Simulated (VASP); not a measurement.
# SiO2: single point with PBE

SiO2:

```
CELL_PARAMETERS angstrom
4.17230 0.00000 0.00000
0.00000 4.17230 0.00000
0.00000 0.00000 2.77050
ATOMIC_POSITIONS crystal
Si 0.50000 0.50000 0.50000
Si 0.00000 0.00000 0.00000
O 0.69301 0.69301 0.00000
O 0.19301 0.80699 0.50000
O 0.30699 0.30699 0.00000
O 0.80699 0.19301 0.50000
```

```json
{"Program": "VASP 6.6.1", "Task": "single point", "Functional": "PBE", "Potentials or basis": "VASP PAW PBE potentials, release 64 (Si, O)", "Cutoff": "520 eV", "k mesh": "6 × 6 × 8", "Occupations": "gaussian, width 0.05 eV", "Spin": "no spin polarisation", "Dipole correction": "no", "Further INCAR settings": "ALGO = Normal; EDIFF = 1e-06; NBANDS = 25"}
```

```yaml
Pressure: -1.3 GPa
Largest_force: 0.324 eV/Å
Band_gap_on_the_k_mesh: 4.85 eV, direct
```

Forces on the atoms (eV/Å):
```
Si   0.000  0.000  0.000
Si   0.000  0.000  0.000
O    0.229  0.229  0.000
O    0.229 -0.229  0.000
O   -0.229 -0.229  0.000
O   -0.229  0.229  0.000
```

Stress tensor (GPa, compression positive):
```
  4.66   0.00   0.00
  0.00   4.66   0.00
  0.00   0.00 -13.31
```

Levels at points of the mesh, in eV from the valence-band top:
```
           k point  band 13  band 14  band 15  band 16  band 17  band 18  band 19  band 20
(0.00, 0.00, 0.00)    -2.66    -0.80    -0.80     0.00     4.85     5.97     7.71     7.71
(0.50, 0.00, 0.00)    -2.76    -2.76    -0.99    -0.99     6.96     6.96     8.33     8.33
(0.50, 0.50, 0.00)    -2.65    -2.65    -2.02    -2.02     6.64     6.64     9.32     9.32
(0.00, 0.00, 0.50)    -2.99    -2.99    -2.53    -2.53     8.72     8.72    12.25    12.25
(0.50, 0.00, 0.50)    -2.11    -2.11    -1.64    -1.64     8.53     8.53     9.82     9.82
(0.50, 0.50, 0.50)    -1.61    -1.61    -1.43    -1.43     6.94     6.94    10.86    10.86
```

Run time: 31 s on 1 thread of Intel(R) Xeon(R) Platinum 8375C CPU @ 2.90GHz (Ice Lake), with other jobs on the host, peak memory 0.18 GiB.

A k mesh can miss the band edges. PBE gaps usually lie below the measured ones, often by a third to a half.
